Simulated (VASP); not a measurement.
# Ga (Cmce) in VASP: single point with r2SCAN+rVV10

Aim: the single point of Ga with r2SCAN+rVV10.

Everything below comes from runs of VASP 6.6.1. Logs are shortened: lines on timing, memory, paths and dates and some standing lists are left out, and cuts for length are marked.

## (1) The cell of the first run

The structure is orthorhombic, space group Cmce (No. 64). Conventional cell: a = 4.432 Å, b = 7.598 Å, c = 4.556 Å, α = 90.00°, β = 90.00°, γ = 90.00°. Within 3.3 Å of Ga (site symmetry m) lie 7 Ga at 2.49 to 2.75 Å.

## (2) Single point, r2SCAN+rVV10

POSCAR

```
Ga
1.0
    2.2160233300     -3.7989918400      0.0000000000
    2.2160233300      3.7989918400      0.0000000000
    0.0000000000      0.0000000000      4.5555035300
Ga
4
Direct
    0.6556957200      0.3443042800      0.4154013900
    0.8443042800      0.1556957200      0.9154013900
    0.3443042800      0.6556957200      0.5845986100
    0.1556957200      0.8443042800      0.0845986100
```

INCAR.step1

```
SYSTEM = Ga
ALGO = Normal
EDIFF = 1E-4
ENCUT = 520
GGA = PE
ISMEAR = 0
LASPH = .TRUE.
LCHARG = .FALSE.
LREAL = .FALSE.
LWAVE = .TRUE.
NBANDS = 34
NELM = 80
PREC = Accurate
SIGMA = 0.1
```

INCAR.step2

```
SYSTEM = Ga
ALGO = Normal
BPARAM = 11.95
CPARAM = 0.0093
EDIFF = 1E-7
ENCUT = 520
ISIF = 2
ISMEAR = 0
ISTART = 1
IVDW_NL = 2
LASPH = .TRUE.
LCHARG = .FALSE.
LMIXTAU = .TRUE.
LREAL = .FALSE.
LUSE_VDW = .TRUE.
LWAVE = .FALSE.
METAGGA = R2SCAN
NBANDS = 34
NELM = 80
PREC = Accurate
SIGMA = 0.1
```

KPOINTS

```
k-points
0
G
  6 6 4
  0 0 0
```

Potentials or basis: VASP PAW PBE potentials, release 64 (Ga_d).

On the command line:

```bash
$ cat potpaw_PBE.64/Ga_d/POTCAR > POTCAR
$ cp INCAR.step1 INCAR
$ mpirun -np 1 vasp_std > vasp.out
$ cp INCAR.step2 INCAR
$ mpirun -np 1 vasp_std > vasp.out
```

OUTCAR:

```text
SYSTEM = Ga
   BPARAM = 11.95
   EDIFF = 1E-7
   ENCUT = 520
   ISIF = 2
   ISMEAR = 0
   ISTART = 1
   IVDW_NL = 2
   LASPH = .TRUE.
   LREAL = .FALSE.
   METAGGA = R2SCAN
   NELM = 80
   PREC = Accurate

 ion  position               nearest neighbor table
   1  0.656  0.344  0.415-   3 2.49   4 2.68   4 2.68   2 2.69   2 2.69   3 2.75   3 2.75
   2  0.844  0.156  0.915-   4 2.49   3 2.68   3 2.68   1 2.69   1 2.69   4 2.75   4 2.75
   3  0.344  0.656  0.585-   1 2.49   2 2.68   2 2.68   4 2.69   4 2.69   1 2.75   1 2.75
   4  0.156  0.844  0.085-   2 2.49   1 2.68   1 2.68   3 2.69   3 2.69   2 2.75   2 2.75

  LATTYP: Found a base centered orthorhombic cell.
 ALAT       =     4.4320466600
 B/A-ratio  =     1.7143284498
 C/A-ratio  =     1.0278554987

  Lattice vectors:

 A1 = (   2.2160233300,  -3.7989918400,   0.0000000000)
 A2 = (   2.2160233300,   3.7989918400,   0.0000000000)
 A3 = (   0.0000000000,   0.0000000000,   4.5555035300)

Analysis of symmetry for initial positions (statically):
=====================================================================
 Subroutine PRICEL returns:
 Original cell was already a primitive cell.

 Routine SETGRP: Setting up the symmetry group for a
 base centered orthorhombic supercell.

 Subroutine GETGRP returns: Found  8 space group operations
 (whereof  4 operations were pure point group operations)
 out of a pool of  8 trial point group operations.

The static configuration has the point symmetry C_2h.
 The point group associated with its full space group is D_2h.

Analysis of symmetry for dynamics (positions and initial velocities):
=====================================================================
 Subroutine PRICEL returns:
 Original cell was already a primitive cell.

 Routine SETGRP: Setting up the symmetry group for a
 base centered orthorhombic supercell.

 Subroutine GETGRP returns: Found  8 space group operations
 (whereof  4 operations were pure point group operations)
 out of a pool of  8 trial point group operations.

The dynamic configuration has the point symmetry C_2h.
 The point group associated with its full space group is D_2h.

 Subroutine INISYM returns: Found  8 space group operations
 (whereof  4 operations are pure point group operations),
 and found     1 'primitive' translations

----------------------------------------------------------------------------------------

                                     Primitive cell

[... 95 lines left out ...]
   LREAL  =      F    real-space projection
   EDIFFG = 0.1E-05   stopping-criterion for IOM
   NSW    =      0    number of steps for IOM
   IBRION =     -1    ionic relax: 0-MD 1-quasi-New 2-CG
   NFREE  =      0    steps in history (QN), initial steepest desc. (CG)
   ISIF   =      2    stress and relaxation
   ISYM   =      2    0-nonsym 1-usesym 2-fastsym
   POTIM  = 0.5000    time-step for ionic-motion
   TEBEG  =    0.0;   TEEND  =   0.0 temperature during run
   PSTRESS=    0.0 pullay stress
   NELECT =      52.0000    total number of electrons
   NUPDOWN=      -1.0000    fix difference up-down
   EMIN   =  10.00;   EMAX   =-10.00  energy-range for DOS
   EFERMI =   0.00;   METHOD = LEGACY
   ISMEAR =     0;   SIGMA  =   0.10  broadening in eV -4-tet -1-fermi 0-gaus
   EFERMI_NEDOS =   21; number of points for ismear=-14 and -15
   IALGO  =     38    algorithm
   IMIX   =      4    mixing-type and parameters
     AMIX     =   0.40;   BMIX     =  1.00
     AMIX_MAG =   1.60;   BMIX_MAG =  1.00
  volume/ion in A,a.u.               =      19.18       129.40
  Fermi-wavevector in a.u.,A,eV,Ry     =   1.438157  2.717722 28.140864  2.068295
  Thomas-Fermi vector in A             =   2.557155
   LORBIT       =      0    0 simple, 1 ext, 2 COOP (PROOUT), +10 PAW based schemes
   METAGGA = R2SCAN    functional components
   LHFCALC =     F    Hartree Fock is set to
   AEXX    =    0.0000 exact exchange contribution
   IVDW_NL    =     2    kernel type
   BPARAM     =11.9500
   IVDW    =     0    specifies the selected vdW correction
   LEPSILON=     F    determine dielectric tensor
   LRPA    =     F    only Hartree local field effects (RPA)
 non-spin polarized calculation
 Gauss-broadening in eV      SIGMA  =   0.10
  energy-cutoff  :      520.00
  volume of cell :       76.70
 maximum number of plane-waves:      2087
 NGX is ok and might be reduce to    36
   NGX = 17   NGY = 17   NGZ = 17

 number of electron      52.0000028 magnetization

 Free energy of the ion-electron system (eV)
  ---------------------------------------------------
  ext. energy  EPLUGINS =         0.00000000
  ---------------------------------------------------
  free energy    TOTEN  =       -44.19979031 eV

  energy without entropy =      -44.19659861  energy(sigma->0) =      -44.19819446

 E-fermi :   5.0609     XC(G=0): -11.8084

 val. band max:        5.0515222346   @ k =  -0.3333   0.1667   0.0000
 cond. band min:       5.0962301250   @ k =   0.0000   0.0000   0.5000
 fundamental gap:      0.0447078904
 Fermi energy:         5.0608721421

 k-point     1 :       0.0000    0.0000    0.0000
  band No.  band energies     occupation
      1     -10.6075      2.00000
      2     -10.5914      2.00000
      3     -10.5485      2.00000
      4     -10.5377      2.00000
      5     -10.5302      2.00000
      6     -10.4992      2.00000
[... 877 lines left out ...]
     33      13.3453      0.00000
     34      14.4603      0.00000

 [... further k-points ...]

------------------------ aborting loop because EDIFF is reached ----------------------------------------

  FORCE on cell =-STRESS in cart. coord.  units (eV):
  Direction    XX          YY          ZZ          XY          YZ          ZX
  --------------------------------------------------------------------------------------
  -------------------------------------------------------------------------------------
  Total       -0.1790804     -0.4605496     -0.6714819      0.0000000      0.0000000      0.0000000
  in kB       -3.7406716     -9.6200625    -14.0260641      0.0000000      0.0000000      0.0000000
  external PRESSURE =      -9.1289327 kB  Pullay stress =       0.0000000 kB

 VOLUME and BASIS-vectors are now :
 -----------------------------------------------------------------------------
  energy-cutoff  :      520.00
  volume of cell :       76.70
      direct lattice vectors                 reciprocal lattice vectors
     2.216023330 -3.798991840  0.000000000     0.225629394 -0.131613865  0.000000000
     2.216023330  3.798991840  0.000000000     0.225629394  0.131613865  0.000000000
     0.000000000  0.000000000  4.555503530     0.000000000  0.000000000  0.219514702

 POSITION                                       TOTAL-FORCE (eV/Angst)
 -----------------------------------------------------------------------------------
      2.21602     -1.18297      1.89236         0.000000     -0.014927     -0.024211
      2.21602     -2.61602      4.17011         0.000000      0.014927     -0.024211
      2.21602      1.18297      2.66314         0.000000      0.014927      0.024211
      2.21602      2.61602      0.38539         0.000000     -0.014927      0.024211
 -----------------------------------------------------------------------------------
    total drift:                                0.000000     -0.000000      0.000000

  FREE ENERGIE OF THE ION-ELECTRON SYSTEM (eV)
  ---------------------------------------------------
  free  energy   TOTEN  =       -44.1997903144 eV

  energy  without entropy=      -44.1965986126  energy(sigma->0) =      -44.19819446
```

OUTCAR.step1:

```text
SYSTEM = Ga
   EDIFF = 1E-4
   ENCUT = 520
   GGA = PE
   ISMEAR = 0
   LASPH = .TRUE.
   LREAL = .FALSE.
   NELM = 80
[... 1119 lines left out ...]
      2.21602     -2.61602      4.17011         0.000000      0.001362      0.005244
      2.21602      1.18297      2.66314         0.000000      0.001362     -0.005244
      2.21602      2.61602      0.38539         0.000000     -0.001362     -0.005244
 -----------------------------------------------------------------------------------
    total drift:                                0.000000     -0.000000      0.000000

  FREE ENERGIE OF THE ION-ELECTRON SYSTEM (eV)
  ---------------------------------------------------
  free  energy   TOTEN  =       -11.6378337910 eV

  energy  without entropy=      -11.6348195575  energy(sigma->0) =      -11.63632667
```

OSZICAR.step1:

```text
N       E                     dE             d eps       ncg     rms          rms(c)
DAV:   1     0.359186795524E+03    0.35919E+03   -0.25726E+04  2710   0.292E+03
DAV:   2     0.325574911151E+02   -0.32663E+03   -0.31882E+03  2708   0.533E+02
DAV:   3    -0.103890236865E+02   -0.42947E+02   -0.42476E+02  3048   0.152E+02
DAV:   4    -0.117070979303E+02   -0.13181E+01   -0.13126E+01  3100   0.297E+01
DAV:   5    -0.117350718118E+02   -0.27974E-01   -0.27955E-01  3320   0.444E+00    0.256E+00
DAV:   6    -0.116544807210E+02    0.80591E-01   -0.20290E-01  3390   0.618E+00    0.140E+00
DAV:   7    -0.116388458307E+02    0.15635E-01   -0.56992E-02  3926   0.262E+00    0.316E-01
DAV:   8    -0.116376532777E+02    0.11926E-02   -0.13275E-02  2864   0.126E+00    0.456E-02
DAV:   9    -0.116378268261E+02   -0.17355E-03   -0.10603E-03  2956   0.329E-01    0.262E-02
DAV:  10    -0.116378337910E+02   -0.69649E-05   -0.17788E-04  2036   0.152E-01
   1 F= -.11637834E+02 E0= -.11636327E+02  d E =-.301423E-02
```

Wall time 5.9 min (1 thread of Intel Xeon Platinum 8259CL at 2.50GHz (Skylake/Cascade Lake), shared host); peak memory 0.43 GiB.

Results:

```yaml
Free_energy: -44.1998 eV
Pressure: -0.9 GPa
Largest_force: 0.028 eV/Å
Band_gap_on_the_k_mesh: zero (band 26 reaches 5.36 eV, above the bottom of band 27 at 4.36 eV)
```

Forces on the atoms (eV/Å):
```
Ga   0.000 -0.015 -0.024
Ga   0.000  0.015 -0.024
Ga   0.000  0.015  0.024
Ga   0.000 -0.015  0.024
```

Levels at points of the mesh, in eV from the Fermi level:
| k point | band 23 | band 24 | band 25 | band 26 | band 27 | band 28 | band 29 | band 30 |
| --- | --- | --- | --- | --- | --- | --- | --- | --- |
| (0.00, 0.00, 0.00) | -4.13 | -1.81 | -1.35 | -0.84 | 1.05 | 1.24 | 1.25 | 5.63 |
| (0.50, 0.00, 0.00) | -3.57 | -3.57 | -1.65 | -1.65 | 0.80 | 0.80 | 4.42 | 4.42 |
| (0.50, 0.50, 0.00) | -4.06 | -3.44 | -1.97 | -1.80 | 1.12 | 1.16 | 3.80 | 3.96 |
| (0.00, 0.00, 0.50) | -0.02 | -0.02 | 0.04 | 0.04 | 0.33 | 0.33 | 2.16 | 2.16 |
| (0.50, 0.00, 0.50) | -6.62 | -6.62 | -1.67 | -1.67 | 0.72 | 0.72 | 7.77 | 7.77 |
| (0.50, 0.50, 0.50) | -5.62 | -5.62 | -1.34 | -1.34 | -0.70 | -0.70 | 6.90 | 6.90 |

Caveat: the PAW data sets were made with another functional, which shifts forces and pressure a little.
